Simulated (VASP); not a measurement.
# WSe2 in VASP: a series of runs, part 2 of 2

VASP 6.6.1.

## Step 4: Single point, PBE+D3(BJ) (layers slid over each other)

File INCAR:

```
ALGO = Normal
DIPOL = 0.5 0.5 0.388
EDIFF = 1E-7
ENCUT = 520
GGA = PE
IDIPOL = 3
ISIF = 2
ISMEAR = 0
IVDW = 12
LASPH = True
LCHARG = False
LDIPOL = True
LREAL = False
LWAVE = False
NBANDS = 35
NELM = 60
PREC = Accurate
SIGMA = 0.05
```

File KPOINTS:

```
k-points
0
Gamma
  9 9 1
```

File POSCAR:

```
WSe2
1.0
    3.2854929709      0.0000000000      0.0000000000
   -1.6427464855      2.8453203767      0.0000000000
    0.0000000000      0.0000000000     24.2386466774
Se W
4 2
Direct
    0.3333333333      0.6666666667      0.1856539294
    0.3333333333      0.6666666667      0.3246601777
    0.5555555556      0.4444444444      0.4517299783
    0.5555555556      0.4444444444      0.5907362267
    0.6666666667      0.3333333333      0.2551570536
    0.8888888889      0.1111111111      0.5212331025
```

Potentials or basis: VASP PAW PBE potentials, release 64 (Se, W_sv).

Command:

```bash
cat potpaw_PBE.64/Se/POTCAR potpaw_PBE.64/W_sv/POTCAR > POTCAR
mpirun -np 1 vasp_std > vasp.out
```

OUTCAR:

```text
EDIFF = 1E-7
   ENCUT = 520
   GGA = PE
   ISIF = 2
   ISMEAR = 0
   IVDW = 12
   LASPH = True
   LREAL = False
   NELM = 60
   PREC = Accurate
 IVDW          = 12

 ion  position               nearest neighbor table
   1  0.333  0.667  0.186-   5 2.54   5 2.54   5 2.54
   2  0.333  0.667  0.325-   5 2.54   5 2.54   5 2.54
   3  0.556  0.444  0.452-   6 2.54   6 2.54   6 2.54
   4  0.556  0.444  0.591-   6 2.54   6 2.54   6 2.54
   5  0.667  0.333  0.255-   2 2.54   2 2.54   2 2.54   1 2.54   1 2.54   1 2.54
   6  0.889  0.111  0.521-   3 2.54   4 2.54   3 2.54   4 2.54   3 2.54   4 2.54

  LATTYP: Found a hexagonal cell.
 ALAT       =     3.2854929709
 C/A-ratio  =     7.3774763459

  Lattice vectors:

 A1 = (   3.2854929709,   0.0000000000,   0.0000000000)
 A2 = (  -1.6427464855,   2.8453203767,   0.0000000000)
 A3 = (   0.0000000000,   0.0000000000,  24.2386466774)

Analysis of symmetry for initial positions (statically):
=====================================================================
 Subroutine PRICEL returns:
 Original cell was already a primitive cell.

 Routine SETGRP: Setting up the symmetry group for a
 hexagonal supercell.

 Subroutine GETGRP returns: Found  2 space group operations
 (whereof  2 operations were pure point group operations)
 out of a pool of 24 trial point group operations.

The static configuration has the point symmetry C_1h.

Analysis of symmetry for dynamics (positions and initial velocities):
=====================================================================
 Subroutine PRICEL returns:
 Original cell was already a primitive cell.

 Routine SETGRP: Setting up the symmetry group for a
 hexagonal supercell.

 Subroutine GETGRP returns: Found  2 space group operations
 (whereof  2 operations were pure point group operations)
 out of a pool of 24 trial point group operations.

The dynamic configuration has the point symmetry C_1h.

 Subroutine INISYM returns: Found  2 space group operations
[... 133 lines left out ...]
   LEPSILON=     F    determine dielectric tensor
   LRPA    =     F    only Hartree local field effects (RPA)
 non-spin polarized calculation
 Gauss-broadening in eV      SIGMA  =   0.05
  energy-cutoff  :      520.00
  volume of cell :      226.59
 maximum number of plane-waves:      6144
   NGX = 13   NGY = 13   NGZ = 91

 dipolmoment           0.000000      0.000000     -0.000002 electrons x Angstroem

 number of electron      51.9999997 magnetization

 dipolmoment           0.000000      0.000000      0.002131 electrons x Angstroem

 Free energy of the ion-electron system (eV)
  ---------------------------------------------------
  ext. energy  EPLUGINS =         0.00000000
  ---------------------------------------------------
  free energy    TOTEN  =       -43.11778453 eV

  energy without entropy =      -43.11778453  energy(sigma->0) =      -43.11778453

 E-fermi :   1.3761     XC(G=0):  -6.1975

 val. band max:        1.0124856927   @ k =   0.0000   0.0000   0.0000
 cond. band min:       2.3763088650   @ k =   0.2222   0.1111   0.0000
 fundamental gap:      1.3638231723
 Fermi energy:         1.3761050085

 k-point     1 :       0.0000    0.0000    0.0000
  band No.  band energies     occupation
      1     -73.1953      2.00000
      2     -73.1569      2.00000
      3     -37.4436      2.00000
      4     -37.4046      2.00000
      5     -37.3075      2.00000
      6     -37.3054      2.00000
[... 901 lines left out ...]
     34       5.5460      0.00000
     35       6.3889      0.00000

 [... further k-points ...]

------------------------ aborting loop because EDIFF is reached ----------------------------------------

 vacuum level on the upper side and lower side of the slab       (xc-potential included)        -0.069        -0.109

 Edisp (eV)   -2.40923

 E8    (eV) :    -1.1076

  FORCE on cell =-STRESS in cart. coord.  units (eV):
  Direction    XX          YY          ZZ          XY          YZ          ZX
  --------------------------------------------------------------------------------------
  -------------------------------------------------------------------------------------
  Total       0.14289     0.02128     0.47549    -0.10531    -0.27635     0.47866
  in kB       1.01035     0.15049     3.36208    -0.74466    -1.95404     3.38450
  external pressure =        1.51 kB  Pullay stress =        0.00 kB

 VOLUME and BASIS-vectors are now :
 -----------------------------------------------------------------------------
  energy-cutoff  :      520.00
  volume of cell :      226.59
      direct lattice vectors                 reciprocal lattice vectors
     3.285492971  0.000000000  0.000000000     0.304368327  0.175727136  0.000000000
    -1.642746486  2.845320377  0.000000000     0.000000000  0.351454271  0.000000000
     0.000000000  0.000000000 24.238646677     0.000000000  0.000000000  0.041256429

 POSITION                                       TOTAL-FORCE (eV/Angst)
 -----------------------------------------------------------------------------------
     -0.00000      1.89688      4.50000         0.004662     -0.002692     -0.033929
     -0.00000      1.89688      7.86932        -0.107530      0.062082     -0.070875
      1.09516      1.26459     10.94932         0.105056     -0.060654      0.085951
      1.09516      1.26459     14.31865         0.001890     -0.001091      0.040880
      1.64275      0.94844      6.18466        -0.027502      0.015878      0.002166
      2.73791      0.31615     12.63399         0.023424     -0.013524     -0.024193
 -----------------------------------------------------------------------------------
    total drift:                                0.000133     -0.000077     -0.000277

  FREE ENERGIE OF THE ION-ELECTRON SYSTEM (eV)
  ---------------------------------------------------
  free  energy   TOTEN  =       -45.5270155576 eV

  energy  without entropy=      -45.5270155576  energy(sigma->0) =      -45.52701556

 vacuum level on the upper side and lower side of the slab         5.863         5.822
```

Wall time 7.8 min (1 thread of Intel Xeon 8259CL, shared host); peak memory 0.42 GiB.

Results:

| Property | Result |
| --- | --- |
| Free energy | -45.5270 eV |
| Largest force | 0.149 eV/Å |
| Band gap on the k mesh | 1.36 eV (least direct gap 1.62 eV) |
| Dispersion energy per atom | -0.402 eV |

Forces on the atoms (eV/Å):
```
Se   0.005 -0.003 -0.034
Se  -0.108  0.062 -0.071
Se   0.105 -0.061  0.086
Se   0.002 -0.001  0.041
W   -0.028  0.016  0.002
W    0.023 -0.014 -0.024
```

Levels at points of the mesh, in eV from the valence-band top:
```
           k point  band 23  band 24  band 25  band 26  band 27  band 28  band 29  band 30
(0.00, 0.00, 0.00)    -1.31    -1.31    -0.76     0.00     2.75     2.79     2.85     2.86
```

Caveat: the cell differs from its parent crystal (layers slid over each other); spin-orbit coupling is left out, which moves the levels of the heavy elements.

## Step 5: The runs side by side

```tsv
cell	gap on the mesh (eV)	largest force (eV/Å)
as given, atomic positions A	1.48	0.13
as given, atomic positions B	1.59	0.11
as given, atomic positions C	1.36	0.15
```

Alike in all rows: task single point; level PBE+D3(BJ); potentials or basis VASP PAW PBE potentials, release 64 (Se, W_sv); no spin polarisation; k mesh 9 × 9 × 1; cutoff (eV) 520; smearing gaussian 0.05 eV.

Caveats: spin-orbit coupling is left out, which moves the levels of the heavy elements.

Total energies depend on the potentials used, so only differences within one code and one set of settings carry meaning.
